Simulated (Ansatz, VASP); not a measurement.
**Hg in VASP and in Ansatz**

Contents of INCAR:

```
ALGO = Fast
EDIFF = 1E-6
ENCUT = 520
GGA = PE
ISIF = 2
ISMEAR = 0
LASPH = True
LCHARG = True
LELF = True
LREAL = False
LVHAR = True
LWAVE = False
NBANDS = 12
NELM = 80
PREC = Accurate
SIGMA = 0.1
```

Contents of KPOINTS:

```
k-points
0
Gamma
  14 14 12
```

The input POSCAR:

```
Hg
1.0
   -2.0357966401      1.9334644309      1.8563617852
    1.9334644309     -2.0357966401      1.8563617852
    2.2841600401      2.2841600401     -1.9738790673
Hg
1
Direct
    0.0000000000      0.0000000000      0.0000000000
```

Input for Ansatz:

```yaml
crystal:
  lattice:
    - [-2.0357966401, 1.9334644309, 1.8563617852]
    - [1.9334644309, -2.0357966401, 1.8563617852]
    - [2.2841600401, 2.2841600401, -1.9738790673]
  atoms:
    - { symbol: Hg, position: [0.0, 0.0, 0.0] }
basis:
  ecutwfc: 420
kpoints:
  mp_grid: { grid: [14, 14, 12] }
hamiltonian:
  xc: pbe
scf:
  occupations: { method: gaussian, width: 0.1 }
output:
  forces: true
  stress: true
  eigenvalues: true
```

Alike in both runs: task single point; functional PBE; k mesh 14 × 14 × 12; occupations gaussian, width 0.1 eV; no spin polarisation.

```csv
,VASP,Ansatz
version,VASP 6.6.1,Ansatz 0.2.0
potentials or method,"VASP PAW PBE potentials, release 64 (Hg), cutoff 520 eV","scalar-relativistic, plane waves, PAW"
valence electrons in the cell,12,20
```

Ansatz gave:

```
gap on the k mesh at the Fermi level (eV)                     : none
pressure (GPa)                                                : -0.5
traceless stress, the component that is largest in VASP (GPa) : -0.43
```

Task: Estimate VASP's values.

Result: gap on the k mesh at the Fermi level (eV): none; pressure (GPa): -0.4; traceless stress, the component that is largest in VASP (GPa): -0.46.

A gap of «none» marks a metal or a gap that the smearing closes. The functional is the same, so the differences come from potentials, cutoffs and numerics. VASP's potentials hold 12 valence electrons a cell and Ansatz's 20, so a difference there can come from the potentials and not from the codes.

Neither program's run includes spin-orbit coupling.
